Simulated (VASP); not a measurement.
# BaTiO3 (P1) in VASP: further runs

BaTiO3 is run at these levels: PBE+U, PBE; tasks: single point.

Program: VASP 6.6.1. These are calculated values, not measurements. Logs are shortened: lines on timing, memory, paths and dates and some standing lists are left out, and cuts for length are marked.

## 1. The cell of the first run

The typed cell holds 5 atoms: a = 3.753 Å, b = 4.526 Å, c = 3.794 Å, α = 93.52°, β = 80.30°, γ = 98.03°.

## 2. Single point, PBE+U

The input, INCAR:

```
SYSTEM = BaTiO3
  PREC = Accurate
  ENCUT = 520
  EDIFF = 1E-6
  ISMEAR = -1
  SIGMA = 0.05
  LREAL = .FALSE.
  LASPH = .TRUE.
  NELM = 150
  ALGO = Normal
  ISIF = 2
  LWAVE = .FALSE.
  LCHARG = .FALSE.
  LMAXMIX = 4
  LDAU = .TRUE.
  LDAUTYPE = 2
  LDAUL = -1 2 -1
  LDAUU = 0 6 0
  LDAUJ = 0 0 0
  LDAUPRINT = 1
  GGA = PE
  NBANDS = 28
```

The input, KPOINTS:

```
regular mesh
0
G
  7 6 7
  0 0 0
```

The input, POSCAR:

```
BaTiO3
1.0
    3.7288979900     -0.4219254500      0.0223674800
   -0.2844733300      3.2754742700      3.1100811900
    0.3164270400     -2.7537071700      2.5899183700
Ba Ti O
1 1 3
Direct
    0.0036372600      0.9972694200      0.9985015400
    0.5002452300      0.5116078500      0.5101821300
    0.9983542100      0.4928168200      0.4950359800
    0.4999067000      0.5015397800      0.9945381500
    0.4978566000      0.9929861300      0.4979621900
```

Potentials or basis: VASP PAW PBE potentials, release 64 (Ba_sv, Ti_sv, O).

The run is started by

```sh
cat potpaw_PBE.64/Ba_sv/POTCAR potpaw_PBE.64/Ti_sv/POTCAR potpaw_PBE.64/O/POTCAR > POTCAR
mpirun -np 1 vasp_std > vasp.out
```

OUTCAR:

```text
SYSTEM = BaTiO3
   PREC = Accurate
   ENCUT = 520
   EDIFF = 1E-6
   ISMEAR = -1
   LREAL = .FALSE.
   LASPH = .TRUE.
   NELM = 150
   ISIF = 2
   GGA = PE

 ion  position               nearest neighbor table
   1  0.004  0.997  0.999-   5 2.42   5 2.44   4 2.73   4 2.74   3 2.84   5 2.87   3 2.89   5 2.90
                             3 3.04   3 3.04   4 3.11   4 3.16   2 3.21   2 3.24   2 3.35   2 3.37
   2  0.500  0.512  0.510-   4 1.84   3 1.87   3 1.88   4 1.95   5 2.18   5 2.34   1 3.21   1 3.24
                             1 3.35   1 3.37   1 3.48   1 3.49
   3  0.998  0.493  0.495-   2 1.87   2 1.88   1 2.84   1 2.89   1 3.04   1 3.04
   4  0.500  0.502  0.995-   2 1.84   2 1.95   1 2.73   1 2.74   1 3.11   1 3.16
   5  0.498  0.993  0.498-   2 2.18   2 2.34   1 2.42   1 2.44   1 2.87   1 2.90

  LATTYP: Found a triclinic cell.
 ALAT       =     3.7935084570
 B/A-ratio  =     1.5088722702
 C/A-ratio  =     0.9892581609
 COS(alpha) =     0.0012336744
 COS(beta)  =     0.1685650728
 COS(gamma) =     0.6141665186

  Lattice vectors:

 A1 = (  -0.3164270400,   2.7537071700,  -2.5899183700)
 A2 = (  -0.0319537100,  -0.5217671000,  -5.6999995600)
 A3 = (  -3.7288979900,   0.4219254500,  -0.0223674800)

Analysis of symmetry for initial positions (statically):
=====================================================================
 Subroutine PRICEL returns:
 Original cell was already a primitive cell.

 Routine SETGRP: Setting up the symmetry group for a
 triclinic supercell.

 Subroutine GETGRP returns: Found  1 space group operations
 (whereof  1 operations were pure point group operations)
 out of a pool of  2 trial point group operations.

The static configuration has the point symmetry C_1 .

Analysis of symmetry for dynamics (positions and initial velocities):
=====================================================================
 Subroutine PRICEL returns:
 Original cell was already a primitive cell.

 Routine SETGRP: Setting up the symmetry group for a
 triclinic supercell.

 Subroutine GETGRP returns: Found  1 space group operations
 (whereof  1 operations were pure point group operations)
 out of a pool of  2 trial point group operations.

The dynamic configuration has the point symmetry C_1 .

 Subroutine INISYM returns: Found  1 space group operations
 (whereof  1 operations are pure point group operations),
 and found     1 'primitive' translations

----------------------------------------------------------------------------------------

                                     Primitive cell

  volume of cell :      62.8365

  direct lattice vectors                    reciprocal lattice vectors
     3.728897990 -0.421925450  0.022367480     0.271298701  0.027386570 -0.004027792
    -0.284473330  3.275474270  3.110081190     0.016410188  0.153580515  0.161288148
     0.316427040 -2.753707170  2.589918370    -0.022049068 -0.184662360  0.192465856

  length of vectors
     3.752759199  4.525733286  3.793508457     0.272707229  0.223316223  0.267636796

  position of ions in fractional coordinates (direct lattice)
     0.003637260  0.997269420  0.998501540
     0.500245230  0.511607850  0.510182130
     0.998354210  0.492816820  0.495035980
     0.499906700  0.501539780  0.994538150
     0.497856600  0.992986130  0.497962190

  ion indices of the primitive-cell ions
   primitive index   ion index
                 1           1
                 2           2
                 3           3
                 4           4
                 5           5

[... 61 lines left out ...]
 SYSTEM =  BaTiO3
   PREC   = accura    normal or accurate (medium, high low for compatibility)
   ISTART =      0    job   : 0-new  1-cont  2-samecut
   ICHARG =      2    charge: 1-file 2-atom 10-const
   ISPIN  =      1    spin polarized calculation?
   LNONCOLLINEAR =      F non collinear calculations
   LSORBIT =      F    spin-orbit coupling
   LASPH  =      T    aspherical Exc in radial PAW
   ENCUT  =  520.0 eV  38.22 Ry    6.18 a.u.   6.98  8.41  7.05*2*pi/ulx,y,z
   NELM   =    150;   NELMIN=  2; NELMDL= -5     # of ELM steps
   EDIFF  = 0.1E-05   stopping-criterion for ELM
   LREAL  =      F    real-space projection
   EDIFFG = 0.1E-04   stopping-criterion for IOM
   NSW    =      0    number of steps for IOM
   IBRION =     -1    ionic relax: 0-MD 1-quasi-New 2-CG
   NFREE  =      0    steps in history (QN), initial steepest desc. (CG)
   ISIF   =      2    stress and relaxation
   ISYM   =      2    0-nonsym 1-usesym 2-fastsym
   POTIM  = 0.5000    time-step for ionic-motion
   TEBEG  =    0.0;   TEEND  =   0.0 temperature during run
   PSTRESS=    0.0 pullay stress
   NELECT =      40.0000    total number of electrons
   NUPDOWN=      -1.0000    fix difference up-down
   EMIN   =  10.00;   EMAX   =-10.00  energy-range for DOS
   EFERMI =   0.00;   METHOD = LEGACY
   ISMEAR =    -1;   SIGMA  =   0.05  broadening in eV -4-tet -1-fermi 0-gaus
   EFERMI_NEDOS =   21; number of points for ismear=-14 and -15
   IALGO  =     38    algorithm
   IMIX   =      4    mixing-type and parameters
     AMIX     =   0.40;   BMIX     =  1.00
     AMIX_MAG =   1.60;   BMIX_MAG =  1.00
  volume/ion in A,a.u.               =      12.57        84.81
  Fermi-wavevector in a.u.,A,eV,Ry     =   1.408286  2.661274 26.984012  1.983269
  Thomas-Fermi vector in A             =   2.530459
   LORBIT       =      0    0 simple, 1 ext, 2 COOP (PROOUT), +10 PAW based schemes
 LDA+U is selected, type is set to LDAUTYPE =  2
   angular momentum for each species LDAUL =    -1    2   -1
   U (eV)           for each species LDAUU =   0.0  6.0  0.0
   J (eV)           for each species LDAUJ =   0.0  0.0  0.0
   GGA     = PE    functional components
   LHFCALC =     F    Hartree Fock is set to
   AEXX    =    0.0000 exact exchange contribution
   IVDW    =     0    specifies the selected vdW correction
   LEPSILON=     F    determine dielectric tensor
   LRPA    =     F    only Hartree local field effects (RPA)
 non-spin polarized calculation
  energy-cutoff  :      520.00
  volume of cell :       62.84
 maximum number of plane-waves:      1706
   NGX = 13   NGY = 17   NGZ = 15

atom =   2  type =  2  l = 2

 onsite density matrix

spin component  1

  0.1153  0.0094  0.0097 -0.0137 -0.0152
  0.0094  0.2145 -0.0182 -0.0124  0.0412
  0.0097 -0.0182  0.1339  0.0018 -0.0729
 -0.0137 -0.0124  0.0018  0.1122 -0.0049
 -0.0152  0.0412 -0.0729 -0.0049  0.2315

spin component  2

  0.1153  0.0094  0.0097 -0.0137 -0.0152
  0.0094  0.2145 -0.0182 -0.0124  0.0412
  0.0097 -0.0182  0.1339  0.0018 -0.0729
 -0.0137 -0.0124  0.0018  0.1122 -0.0049
 -0.0152  0.0412 -0.0729 -0.0049  0.2315

 occupancies and eigenvectors

  o =  0.0948  v = -0.1137 -0.0227  0.8776 -0.0706  0.4597  0.0000  0.0000  0.0000  0.0000  0.0000      0.0000  0.0000  0.0000  0.0000  0.0000  0.0000  0.0000  0.0000  0.0000  0.0000
  o =  0.0948  v =  0.0000  0.0000  0.0000  0.0000  0.0000 -0.1137 -0.0227  0.8776 -0.0706  0.4597      0.0000  0.0000  0.0000  0.0000  0.0000  0.0000  0.0000  0.0000  0.0000  0.0000
  o =  0.0985  v = -0.6855  0.0217 -0.0678 -0.7093 -0.1481  0.0000  0.0000  0.0000  0.0000  0.0000      0.0000  0.0000  0.0000  0.0000  0.0000  0.0000  0.0000  0.0000  0.0000  0.0000
  o =  0.0985  v =  0.0000  0.0000  0.0000  0.0000  0.0000 -0.6855  0.0217 -0.0678 -0.7093 -0.1481      0.0000  0.0000  0.0000  0.0000  0.0000  0.0000  0.0000  0.0000  0.0000  0.0000
  o =  0.1227  v =  0.0000  0.0000  0.0000  0.0000  0.0000  0.6795 -0.2257 -0.0380 -0.6859  0.1241      0.0000  0.0000  0.0000  0.0000  0.0000  0.0000  0.0000  0.0000  0.0000  0.0000
  o =  0.1227  v =  0.6795 -0.2257 -0.0380 -0.6859  0.1241  0.0000  0.0000  0.0000  0.0000  0.0000      0.0000  0.0000  0.0000  0.0000  0.0000  0.0000  0.0000  0.0000  0.0000  0.0000
  o =  0.1949  v =  0.0000  0.0000  0.0000  0.0000  0.0000  0.2282  0.8471  0.2445 -0.1367 -0.3896      0.0000  0.0000  0.0000  0.0000  0.0000  0.0000  0.0000  0.0000  0.0000  0.0000
  o =  0.1949  v =  0.2282  0.8471  0.2445 -0.1367 -0.3896  0.0000  0.0000  0.0000  0.0000  0.0000      0.0000  0.0000  0.0000  0.0000  0.0000  0.0000  0.0000  0.0000  0.0000  0.0000
  o =  0.2965  v =  0.0000  0.0000  0.0000  0.0000  0.0000 -0.0577  0.4800 -0.4049 -0.0526  0.7743      0.0000  0.0000  0.0000  0.0000  0.0000  0.0000  0.0000  0.0000  0.0000  0.0000
  o =  0.2965  v = -0.0577  0.4800 -0.4049 -0.0526  0.7743  0.0000  0.0000  0.0000  0.0000  0.0000      0.0000  0.0000  0.0000  0.0000  0.0000  0.0000  0.0000  0.0000  0.0000  0.0000

 number of electron      40.0000000 magnetization

 Free energy of the ion-electron system (eV)
  ---------------------------------------------------
  ext. energy  EPLUGINS =         0.00000000
  ---------------------------------------------------
  free energy    TOTEN  =       -33.64391354 eV

  energy without entropy =      -33.64391310  energy(sigma->0) =      -33.64391332

 E-fermi :   5.7529     XC(G=0): -11.3318

 val. band max:        5.1511030126   @ k =   0.4286  -0.3333   0.4286
 cond. band min:       6.2477291800   @ k =   0.0000   0.0000   0.0000
 fundamental gap:      1.0966261674
 Fermi energy:         5.7528544295

 k-point     1 :       0.0000    0.0000    0.0000
  band No.  band energies     occupation
      1     -53.8629      2.00000
      2     -30.1370      2.00000
      3     -30.0659      2.00000
      4     -29.9534      2.00000
      5     -20.5870      2.00000
      6     -13.2131      2.00000
[... 733 lines left out ...]
     27      11.0683      0.00000
     28      12.0941      0.00000

 [... further k-points ...]

------------------------ aborting loop because EDIFF is reached ----------------------------------------

  FORCE on cell =-STRESS in cart. coord.  units (eV):
  Direction    XX          YY          ZZ          XY          YZ          ZX
  --------------------------------------------------------------------------------------
  -------------------------------------------------------------------------------------
  Total       15.7559146      5.0435475      9.1103042     10.7772203     -7.6773313     -3.1002579
  in kB      401.7372823    128.5981240    232.2904719    274.7927563   -195.7531690    -79.0489918
  external PRESSURE =     254.2086261 kB  Pullay stress =       0.0000000 kB

 VOLUME and BASIS-vectors are now :
 -----------------------------------------------------------------------------
  energy-cutoff  :      520.00
  volume of cell :       62.84
      direct lattice vectors                 reciprocal lattice vectors
     3.728897990 -0.421925450  0.022367480     0.271298701  0.027386570 -0.004027792
    -0.284473330  3.275474270  3.110081190     0.016410188  0.153580515  0.161288148
     0.316427040 -2.753707170  2.589918370    -0.022049068 -0.184662360  0.192465856

 POSITION                                       TOTAL-FORCE (eV/Angst)
 -----------------------------------------------------------------------------------
      0.04582      0.51541      5.68771        -0.059953      0.067138      0.373645
      1.88126      0.05980      2.92366        -0.227123      0.834655     -0.409711
      3.73921     -0.17021      2.83713         0.142652      0.003800     -0.147333
      2.03613     -1.30681      4.14678        -0.059659     -0.543969      0.498182
      1.73155      1.67120      4.38908         0.204083     -0.361624     -0.314782
 -----------------------------------------------------------------------------------
    total drift:                                0.000233      0.000714     -0.001030

  FREE ENERGIE OF THE ION-ELECTRON SYSTEM (eV)
  ---------------------------------------------------
  free  energy   TOTEN  =       -33.6439135398 eV

  energy  without entropy=      -33.6439131018  energy(sigma->0) =      -33.64391332
```

Wall time 1.9 min (1 thread of Intel Xeon 6975P-C (Granite Rapids), shared host); peak memory 0.36 GiB.

Results:

```yaml
Free_energy: -33.6439 eV
Pressure: 25.4 GPa
Largest_force: 0.957 eV/Å
Band_gap_on_the_k_mesh: 1.10 eV (least direct gap 1.19 eV)
```

Forces on the atoms (eV/Å):
```
Ba  -0.060  0.067  0.374
Ti  -0.227  0.835 -0.410
O    0.143  0.004 -0.147
O   -0.060 -0.544  0.498
O    0.204 -0.362 -0.315
```

Stress tensor (GPa, compression positive):
```
 40.17  27.48  -7.90
 27.48  12.86 -19.58
 -7.90 -19.58  23.23
```

Eigenvalues of the final occupation matrices:
```
    site  spin  trace               eigenvalues
site 2 d     1   0.81  0.09 0.10 0.12 0.19 0.30
site 2 d     2   0.81  0.09 0.10 0.12 0.19 0.30
```

Caveat: the cell stands under pressure; spin-orbit coupling is left out, which moves the levels of the heavy elements; an odd mesh through Γ misses points on the zone boundary, where band edges can lie.

## 3. Single point, PBE+U

The input, INCAR:

```
SYSTEM = BaTiO3
ALGO = Normal
EDIFF = 1E-6
ENCUT = 520
GGA = PE
ISIF = 2
ISMEAR = -1
LASPH = .True.
LCHARG = .True.
LDAU = .True.
LDAUJ = 0 0 0
LDAUL = -1 2 -1
LDAUPRINT = 1
LDAUTYPE = 2
LDAUU = 0 8 0
LELF = .True.
LMAXMIX = 4
LREAL = .False.
LVHAR = .True.
LWAVE = .False.
NBANDS = 28
NELM = 150
PREC = Accurate
SIGMA = 0.05
```

The input, KPOINTS:

```
k-points
0
Gamma
  7 6 7
  0 0 0
```

POSCAR is that of step 2.

Potentials or basis: VASP PAW PBE potentials, release 64 (Ba_sv, Ti_sv, O).

The run is started by

```sh
cat potpaw_PBE.64/Ba_sv/POTCAR potpaw_PBE.64/Ti_sv/POTCAR potpaw_PBE.64/O/POTCAR > POTCAR
mpirun -np 1 vasp_std > vasp.out
```

It took 1.8 min on 1 thread of Intel Xeon 6975P-C (Granite Rapids), shared host; peak memory 0.36 GiB.

Results (log left out):

```
Free energy            : -32.3773 eV
Pressure               : 27.3 GPa
Largest force          : 1.153 eV/Å
Band gap on the k mesh : 1.32 eV (least direct gap 1.41 eV)
```

Forces in eV/Å, atoms in the order of the input:
```
Ba  -0.061  0.067  0.383
Ti  -0.244  0.936 -0.627
O    0.150  0.000 -0.140
O   -0.044 -0.699  0.643
O    0.199 -0.304 -0.259
```

Stress tensor (GPa, compression positive):
```
 42.62  27.43  -7.83
 27.43  14.54 -20.35
 -7.83 -20.35  24.80
```

Levels at points of the mesh, in eV from the valence-band top:
| k point | band 17 | band 18 | band 19 | band 20 | band 21 | band 22 | band 23 | band 24 |
| --- | --- | --- | --- | --- | --- | --- | --- | --- |
| (0.00, 0.00, 0.00) | -1.88 | -1.00 | -0.71 | -0.09 | 1.32 | 1.71 | 2.04 | 2.72 |
| (0.00, 0.50, 0.00) | -2.35 | -2.01 | -0.60 | -0.48 | 2.13 | 2.66 | 2.90 | 3.59 |

Eigenvalues of the final occupation matrices:
| site | spin | trace | eigenvalues |
| --- | --- | --- | --- |
| site 2 d | 1 | 0.77 | 0.09 0.09 0.11 0.19 0.30 |
| site 2 d | 2 | 0.77 | 0.09 0.09 0.11 0.19 0.30 |

Caveat: the cell stands under pressure; spin-orbit coupling is left out, which moves the levels of the heavy elements; an odd mesh through Γ misses points on the zone boundary, where band edges can lie; forces of over 1 eV/Å act on the atoms, so gaps and moduli don't describe the material at rest.

(Part 1 of 2 ends here.)
